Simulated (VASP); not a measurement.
# CaPt: single point with PBE

The system is CaPt, a sheet with vacuum.

```xyz
2
Lattice="3.9564 0.1415 0.0000 -0.1418 3.9563 0.0000 0.0000 0.0000 23.8000" Properties=species:S:1:pos:R:3 pbc="T T T"
Ca    0.0000    0.0000    7.0000
Pt    1.9073    2.0489    7.0000
```

The cell was built from a structure type or drawn by symmetry, and may not be a known phase.

```
Program                : VASP 6.6.1
Task                   : single point
Functional             : PBE
Potentials or basis    : VASP PAW PBE potentials, release 64 (Ca_sv, Pt)
Cutoff                 : 520 eV
k mesh                 : 8 × 8 × 1
Occupations            : gaussian, width 0.02 eV
Spin                   : no spin polarisation
Dipole correction      : yes
Further INCAR settings : ALGO = Normal; EDIFF = 1e-07; NBANDS = 17
```

```yaml
Band_gap_on_the_k_mesh: 0.74 eV
Ionisation_potential_of_the_upper_face: 4.66 eV
```

Levels at points of the mesh, in eV from the valence-band top:
```tsv
k point	band 8	band 9	band 10	band 11	band 12	band 13
(0.00, 0.00, 0.00)	-0.51	-0.51	-0.51	1.86	3.72	4.71
(0.50, 0.00, 0.00)	-0.35	-0.26	0.00	0.74	2.42	3.82
(0.50, 0.50, 0.00)	-1.04	-0.29	-0.03	3.04	3.04	4.53
```

It took 6.5 min on 1 thread of Intel Xeon 8259CL, on a shared host, peak memory 0.51 GiB.

Caveat: spin-orbit coupling is left out, which moves the levels of the heavy elements.
